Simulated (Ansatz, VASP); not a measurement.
**One calculation of C, two programs**

The input INCAR:

```
PREC = Accurate ; ENCUT = 520
EDIFF = 1E-7 ; ISMEAR = -1
SIGMA = 0.08 ; LREAL = F
LASPH = T ; NELM = 60
ALGO = Normal ; ISIF = 2
LWAVE = F ; LCHARG = T
GGA = PS ; LELF = T
LVHAR = T ; NBANDS = 8
```

KPOINTS

```
Automatic mesh
0
Gamma
  22 22 22
```

The input POSCAR:

```
C
1.0
   -0.9294272400      0.9294272400      0.9294272400
    0.9294272400     -0.9294272400      0.9294272400
    0.9294272400      0.9294272400     -0.9294272400
C
1
Direct
    0.0000000000      0.0000000000      0.0000000000
```

Input for Ansatz:

```yaml
crystal:
  lattice:
    - [-0.92942724, 0.92942724, 0.92942724]
    - [0.92942724, -0.92942724, 0.92942724]
    - [0.92942724, 0.92942724, -0.92942724]
  atoms:
    - { symbol: C, position: [0.0, 0.0, 0.0] }
kpoints:
  mp_grid: { grid: [22, 22, 22] }
scf:
  occupations: { method: fermi_dirac, width: 0.08 }
hamiltonian:
  xc: pbesol
  pseudopotentials: { kind: paw }
output:
  forces: true
  stress: true
  eigenvalues: true
  populations: true
```

Change from the starting cell: volume scaled by 0.5, PAW files.

Alike in both runs: task single point; functional PBEsol; k mesh 22 × 22 × 22; occupations fermi-dirac, width 0.08 eV; no spin polarisation.

```csv
,VASP,Ansatz
version,VASP 6.6.1,Ansatz 0.2.0
potentials or method,"VASP PAW PBE potentials, release 64 (C)","PAW with Ansatz's default frozen-core files, scalar-relativistic"
plane-wave cutoff (eV),520,420
valence electrons in the cell,4,4
```

```tsv
	VASP	Ansatz	Ansatz less VASP
pressure (GPa)	561.6	557.9	-3.62
```

VASP's potentials were made for PBE, not for PBEsol. Both programs put the cell under a high pressure, so it lies far from rest at this level. With one functional, cell and mesh, what is left measures potentials, basis and numerics.

Noted on VASP's run: the cell as given lies far from equilibrium.
